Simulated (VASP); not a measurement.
# Ni2Ge (P6_3/mmc) in VASP: further runs

Runs on Ni2Ge. Level: PBEsol. Tasks: single point.

Everything below comes from runs of VASP 6.6.1. Logs are shortened: lines on timing, memory, paths and dates and some standing lists are left out, and cuts for length are marked.

## 1. The cell of the first run

It takes space group P6_3/mmc (No. 194, hexagonal). The conventional cell has a = 4.026 Å, b = 4.026 Å, c = 4.879 Å, α = 90.00°, β = 90.00°, γ = 120.00°. Within 3.1 Å of Ni (site symmetry -6m2) lie 5 Ge at 2.32 to 2.44 Å and 6 Ni at 2.63 Å. Within 3.2 Å of Ni (site symmetry -3m) lie 8 Ni at 2.44 to 2.63 Å and 6 Ge at 2.63 Å. Within 3.1 Å of Ge (site symmetry -6m2) lie 11 Ni at 2.32 to 2.63 Å.

## 2. Single point, PBEsol

Contents of INCAR:

```
SYSTEM = Ni2Ge
PREC = Accurate
ENCUT = 520
EDIFF = 1E-6
ISMEAR = 0
SIGMA = 0.15
LREAL = .FALSE.
LASPH = .TRUE.
NELM = 80
ALGO = Fast
ISIF = 2
LWAVE = .FALSE.
LCHARG = .FALSE.
GGA = PS
NBANDS = 43
```

Contents of KPOINTS:

```
regular mesh
0
G
  18 18 10
  0 0 0
```

Contents of POSCAR:

```
Ni2Ge
1.0
    4.0263800547      0.0000000000      0.0000000000
   -2.0131900273      3.4869474127      0.0000000000
    0.0000000000      0.0000000000      4.8794435671
Ni Ge
4 2
Direct
    0.6666666667      0.3333333333      0.2500000000
    0.3333333333      0.6666666667      0.7500000000
    0.0000000000      0.0000000000      0.0000000000
    0.0000000000      0.0000000000      0.5000000000
    0.6666666667      0.3333333333      0.7500000000
    0.3333333333      0.6666666667      0.2500000000
```

Potentials or basis: VASP PAW PBE potentials, release 64 (Ni, Ge_d).

Command:

```bash
$ cat potpaw_PBE.64/Ni/POTCAR potpaw_PBE.64/Ge_d/POTCAR > POTCAR
$ mpirun -np 1 vasp_std > vasp.out
```

OUTCAR:

```text
SYSTEM = Ni2Ge
   PREC = Accurate
   ENCUT = 520
   EDIFF = 1E-6
   ISMEAR = 0
   LREAL = .FALSE.
   LASPH = .TRUE.
   NELM = 80
   ISIF = 2
   GGA = PS

 ion  position               nearest neighbor table
   1  0.667  0.333  0.250-   6 2.32   6 2.32   6 2.32   5 2.44   5 2.44   3 2.63   4 2.63   3 2.63
                             4 2.63   3 2.63   4 2.63
   2  0.333  0.667  0.750-   5 2.32   5 2.32   5 2.32   6 2.44   6 2.44   3 2.63   4 2.63   4 2.63
                             3 2.63   4 2.63   3 2.63
   3  0.000  0.000  0.000-   4 2.44   4 2.44   1 2.63   5 2.63   6 2.63   2 2.63   1 2.63   5 2.63
                             2 2.63   6 2.63   1 2.63   5 2.63   2 2.63   6 2.63
   4  0.000  0.000  0.500-   3 2.44   3 2.44   1 2.63   5 2.63   6 2.63   2 2.63   1 2.63   5 2.63
                             2 2.63   6 2.63   1 2.63   5 2.63   2 2.63   6 2.63
   5  0.667  0.333  0.750-   2 2.32   2 2.32   2 2.32   1 2.44   1 2.44   3 2.63   4 2.63   3 2.63
                             4 2.63   3 2.63   4 2.63
   6  0.333  0.667  0.250-   1 2.32   1 2.32   1 2.32   2 2.44   2 2.44   3 2.63   4 2.63   4 2.63
                             3 2.63   4 2.63   3 2.63

  LATTYP: Found a hexagonal cell.
 ALAT       =     4.0263800547
 C/A-ratio  =     1.2118686018

  Lattice vectors:

 A1 = (   4.0263800547,   0.0000000000,   0.0000000000)
 A2 = (  -2.0131900273,   3.4869474127,   0.0000000000)
 A3 = (   0.0000000000,   0.0000000000,   4.8794435671)

Analysis of symmetry for initial positions (statically):
=====================================================================
 Subroutine PRICEL returns:
 Original cell was already a primitive cell.

 Routine SETGRP: Setting up the symmetry group for a
 hexagonal supercell.

 Subroutine GETGRP returns: Found 24 space group operations
 (whereof 12 operations were pure point group operations)
 out of a pool of 24 trial point group operations.

The static configuration has the point symmetry D_3d.
 The point group associated with its full space group is D_6h.

Analysis of symmetry for dynamics (positions and initial velocities):
=====================================================================
 Subroutine PRICEL returns:
 Original cell was already a primitive cell.

 Routine SETGRP: Setting up the symmetry group for a
 hexagonal supercell.

 Subroutine GETGRP returns: Found 24 space group operations
 (whereof 12 operations were pure point group operations)
 out of a pool of 24 trial point group operations.

The dynamic configuration has the point symmetry D_3d.
 The point group associated with its full space group is D_6h.

 Subroutine INISYM returns: Found 24 space group operations
 (whereof 12 operations are pure point group operations),
 and found     1 'primitive' translations

----------------------------------------------------------------------------------------

                                     Primitive cell

  volume of cell :      68.5063

  direct lattice vectors                    reciprocal lattice vectors
     4.026380055  0.000000000  0.000000000     0.248362049  0.143391896  0.000000000
    -2.013190027  3.486947413  0.000000000     0.000000000  0.286783792  0.000000000
     0.000000000  0.000000000  4.879443567     0.000000000  0.000000000  0.204941401

  length of vectors
     4.026380055  4.026380055  4.879443567     0.286783792  0.286783792  0.204941401

  position of ions in fractional coordinates (direct lattice)
     0.666666667  0.333333333  0.250000000
     0.333333333  0.666666667  0.750000000
     0.000000000  0.000000000  0.000000000
     0.000000000  0.000000000  0.500000000
     0.666666667  0.333333333  0.750000000
     0.333333333  0.666666667  0.250000000

  ion indices of the primitive-cell ions
   primitive index   ion index
                 1           1
                 2           2
                 3           3
                 4           4
                 5           5
                 6           6

----------------------------------------------------------------------------------------

 KPOINTS: regular mesh

Automatic generation of k-mesh.
 Grid dimensions read from file:
 generate k-points for:   18   18   10

 Generating k-lattice:

  Cartesian coordinates                     Fractional coordinates (reciprocal lattice)
     0.013797892  0.007966216  0.000000000     0.055555556  0.000000000  0.000000000
     0.000000000  0.015932433  0.000000000     0.000000000  0.055555556  0.000000000
     0.000000000  0.000000000  0.020494140     0.000000000  0.000000000  0.100000000

  Length of vectors
     0.015932433  0.015932433  0.020494140

  Shift w.r.t. Gamma in fractional coordinates (k-lattice)
     0.000000000  0.000000000  0.000000000

 Subroutine IBZKPT returns following result:
 ===========================================

 Found    222 irreducible k-points:

 Following reciprocal coordinates:
            Coordinates               Weight
  0.000000  0.000000  0.000000      1.000000
  0.055556  0.000000  0.000000      6.000000
  0.111111  0.000000  0.000000      6.000000
  0.166667  0.000000  0.000000      6.000000
  0.222222  0.000000  0.000000      6.000000
  0.277778  0.000000  0.000000      6.000000
[... 16 lines left out ...]
  0.333333  0.111111  0.000000     12.000000
  0.388889  0.111111  0.000000     12.000000
 [... further k-points ...]
   k-points           NKPTS =    222   k-points in BZ     NKDIM =    222   number of bands    NBANDS=     43
   number of dos      NEDOS =    301   number of ions     NIONS =      6
   total plane-waves  NPLWV =  32400
   dimension x,y,z NGX =    30 NGY =   30 NGZ =   36
   dimension x,y,z NGXF=    60 NGYF=   60 NGZF=   72
   ions per type =               4   2
   NGX,Y,Z   is equivalent  to a cutoff of  12.39, 12.39, 12.27 a.u.
   NGXF,Y,Z  is equivalent  to a cutoff of  24.77, 24.77, 24.53 a.u.
 SYSTEM =  Ni2Ge
   PREC   = accura    normal or accurate (medium, high low for compatibility)
   ISTART =      0    job   : 0-new  1-cont  2-samecut
   ICHARG =      2    charge: 1-file 2-atom 10-const
   ISPIN  =      1    spin polarized calculation?
   LNONCOLLINEAR =      F non collinear calculations
   LSORBIT =      F    spin-orbit coupling
   LASPH  =      T    aspherical Exc in radial PAW
   ENCUT  =  520.0 eV  38.22 Ry    6.18 a.u.   7.49  7.49  9.07*2*pi/ulx,y,z
   NELM   =     80;   NELMIN=  2; NELMDL= -5     # of ELM steps
   EDIFF  = 0.1E-05   stopping-criterion for ELM
   LREAL  =      F    real-space projection
   EDIFFG = 0.1E-04   stopping-criterion for IOM
   NSW    =      0    number of steps for IOM
   IBRION =     -1    ionic relax: 0-MD 1-quasi-New 2-CG
   NFREE  =      0    steps in history (QN), initial steepest desc. (CG)
   ISIF   =      2    stress and relaxation
   ISYM   =      2    0-nonsym 1-usesym 2-fastsym
   POTIM  = 0.5000    time-step for ionic-motion
   TEBEG  =    0.0;   TEEND  =   0.0 temperature during run
   PSTRESS=    0.0 pullay stress
   NELECT =      68.0000    total number of electrons
   NUPDOWN=      -1.0000    fix difference up-down
   EMIN   =  10.00;   EMAX   =-10.00  energy-range for DOS
   EFERMI =   0.00;   METHOD = LEGACY
   ISMEAR =     0;   SIGMA  =   0.15  broadening in eV -4-tet -1-fermi 0-gaus
   EFERMI_NEDOS =   21; number of points for ismear=-14 and -15
   IALGO  =     68    algorithm
   IMIX   =      4    mixing-type and parameters
     AMIX     =   0.40;   BMIX     =  1.00
     AMIX_MAG =   1.60;   BMIX_MAG =  1.00
  volume/ion in A,a.u.               =      11.42        77.05
  Fermi-wavevector in a.u.,A,eV,Ry     =   1.633056  3.086028 36.284979  2.666871
  Thomas-Fermi vector in A             =   2.724924
   LORBIT       =      0    0 simple, 1 ext, 2 COOP (PROOUT), +10 PAW based schemes
   GGA     = PS    functional components
   LHFCALC =     F    Hartree Fock is set to
   AEXX    =    0.0000 exact exchange contribution
   IVDW    =     0    specifies the selected vdW correction
   LEPSILON=     F    determine dielectric tensor
   LRPA    =     F    only Hartree local field effects (RPA)
 non-spin polarized calculation
 RMM-DIIS sequential band-by-band and
 Gauss-broadening in eV      SIGMA  =   0.15
  energy-cutoff  :      520.00
  volume of cell :       68.51
 maximum number of plane-waves:      1872
 NGX is ok and might be reduce to    30
   NGX = 15   NGY = 15   NGZ = 19

 number of electron      67.9999995 magnetization

 Free energy of the ion-electron system (eV)
  ---------------------------------------------------
  ext. energy  EPLUGINS =         0.00000000
  ---------------------------------------------------
  free energy    TOTEN  =       -36.43462191 eV

  energy without entropy =      -36.39378769  energy(sigma->0) =      -36.41420480

 E-fermi :  10.3071     XC(G=0): -13.5090

 val. band max:       10.3061585250   @ k =   0.2222   0.1111   0.5000
 cond. band min:      10.3091577964   @ k =   0.2222   0.2222   0.1000
 fundamental gap:      0.0029992714
 Fermi energy:        10.3070904882

 k-point     1 :       0.0000    0.0000    0.0000
  band No.  band energies     occupation
      1     -14.4894      2.00000
      2     -14.4772      2.00000
      3     -14.4548      2.00000
      4     -14.4548      2.00000
      5     -14.4188      2.00000
      6     -14.4188      2.00000
[... 35 lines left out ...]
     42      14.8802      0.00000
     43      19.0113      0.00000

 k-point     2 :       0.0556    0.0000    0.0000
  band No.  band energies     occupation
      1     -14.4893      2.00000
      2     -14.4771      2.00000
      3     -14.4550      2.00000
      4     -14.4546      2.00000
      5     -14.4196      2.00000
      6     -14.4194      2.00000
[... 35 lines left out ...]
     42      14.9455      0.00000
     43      18.8266      0.00000

 k-point     3 :       0.1111    0.0000    0.0000
  band No.  band energies     occupation
      1     -14.4888      2.00000
      2     -14.4770      2.00000
      3     -14.4554      2.00000
      4     -14.4541      2.00000
      5     -14.4206      2.00000
      6     -14.4197      2.00000
[... 919 lines left out ...]
      6     -14.4269      2.00000
[... 35 lines left out ...]
     42      17.8817      0.00000
     43      18.5475      0.00000

 k-point    24 :       0.3889    0.1111    0.0000
  band No.  band energies     occupation
      1     -14.4828      2.00000
      2     -14.4772      2.00000
      3     -14.4618      2.00000
      4     -14.4483      2.00000
      5     -14.4277      2.00000
      6     -14.4274      2.00000
[... 35 lines left out ...]
     42      18.5287      0.00000
     43      18.9135      0.00000

 [... further k-points ...]

------------------------ aborting loop because EDIFF is reached ----------------------------------------

  FORCE on cell =-STRESS in cart. coord.  units (eV):
  Direction    XX          YY          ZZ          XY          YZ          ZX
  --------------------------------------------------------------------------------------
  -------------------------------------------------------------------------------------
  Total       -1.6424883     -1.6424883      2.8968456     -0.0000000      0.0000000     -0.0000000
  in kB      -38.4133694    -38.4133694     67.7494023     -0.0000000      0.0000000     -0.0000000
  external PRESSURE =      -3.0257788 kB  Pullay stress =       0.0000000 kB

 VOLUME and BASIS-vectors are now :
 -----------------------------------------------------------------------------
  energy-cutoff  :      520.00
  volume of cell :       68.51
      direct lattice vectors                 reciprocal lattice vectors
     4.026380055  0.000000000  0.000000000     0.248362049  0.143391896  0.000000000
    -2.013190027  3.486947413  0.000000000     0.000000000  0.286783792  0.000000000
     0.000000000  0.000000000  4.879443567     0.000000000  0.000000000  0.204941401

 POSITION                                       TOTAL-FORCE (eV/Angst)
 -----------------------------------------------------------------------------------
      2.01319      1.16232      1.21986        -0.000000      0.000000      0.000000
     -0.00000      2.32463      3.65958         0.000000     -0.000000      0.000000
      0.00000      0.00000      0.00000        -0.000000      0.000000      0.000000
      0.00000      0.00000      2.43972        -0.000000      0.000000      0.000000
      2.01319      1.16232      3.65958         0.000000      0.000000      0.000000
     -0.00000      2.32463      1.21986         0.000000     -0.000000     -0.000000
 -----------------------------------------------------------------------------------
    total drift:                                0.000000      0.000000      0.000000

  FREE ENERGIE OF THE ION-ELECTRON SYSTEM (eV)
  ---------------------------------------------------
  free  energy   TOTEN  =       -36.4346219081 eV

  energy  without entropy=      -36.3937876907  energy(sigma->0) =      -36.41420480
```

Run time: 6.4 min. Hardware: 1 thread of Intel Xeon 6975P-C (Granite Rapids), shared host; peak memory 0.56 GiB.

What came out:

- Free energy: -36.4346 eV
- Pressure: -0.3 GPa
- Band gap on the k mesh: zero (band 34 reaches 12.36 eV, above the bottom of band 35 at 9.81 eV)

Caveat: the PAW data sets were made with another functional, which shifts forces and pressure a little. Spin polarisation is off, so any magnetic state and its effect on volume and gap are missing.

(Continued in part 2 of 2.)
